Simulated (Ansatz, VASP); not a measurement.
**Ru: VASP beside Ansatz**

INCAR

```
PREC = Accurate
ENCUT = 520
EDIFF = 1E-7
ISMEAR = 0
SIGMA = 0.15
LREAL = F
LASPH = T
NELM = 100
ALGO = Fast
ISIF = 2
LWAVE = F
LCHARG = F
NBANDS = 13
```

Contents of KPOINTS:

```
Automatic mesh
0
Gamma
  22 22 22
```

POSCAR

```
Ru
1.0
    0.0000000000      1.8575500000      1.9150000000
    1.8575500000      0.0000000000      1.9150000000
    1.8575500000      1.8575500000      0.0000000000
Ru
1
Direct
    0.0000000000      0.0000000000      0.0000000000
```

Input for Ansatz:

```yaml
crystal:
  lattice:
    - [0.0, 1.85755, 1.915]
    - [1.85755, 0.0, 1.915]
    - [1.85755, 1.85755, 0.0]
  atoms:
    - { symbol: Ru, position: [0.0, 0.0, 0.0] }
basis:
  ecutwfc: 420
kpoints:
  mp_grid: { grid: [22, 22, 22] }
hamiltonian:
  xc: lda
scf:
  occupations: { method: gaussian, width: 0.15 }
output:
  forces: true
  stress: true
  eigenvalues: true
```

Change from the starting cell: strain -0.030 along x and y, +0.000 along z, atoms carried along.

Alike in both runs: task single point; functional LDA; k mesh 22 × 22 × 22; occupations gaussian, width 0.15 eV; no spin polarisation.

|  | VASP | Ansatz |
| --- | --- | --- |
| version | VASP 6.6.1 | Ansatz 0.2.0 |
| potentials or method | VASP PAW LDA potentials, release 64 (Ru_pv), cutoff 520 eV | scalar-relativistic, plane waves, PAW |
| valence electrons in the cell | 14 | 16 |

VASP gave:

| Property | Result |
| --- | --- |
| gap on the k mesh at the Fermi level (eV) | none |
| pressure (GPa) | -0.9 |
| traceless stress, the component that is largest in VASP (GPa) | -5.83 |

Question: Estimate Ansatz's values.

Answer: gap on the k mesh at the Fermi level (eV): none; pressure (GPa): -1.8; traceless stress, the component that is largest in VASP (GPa): -5.83.

LDA's correlation is that of Perdew and Zunger in VASP and of Perdew and Wang (1992) in Ansatz. A gap of «none» marks a metal or a gap that the smearing closes. VASP's potentials hold 14 valence electrons a cell and Ansatz's 16, so a difference there can come from the potentials and not from the codes.
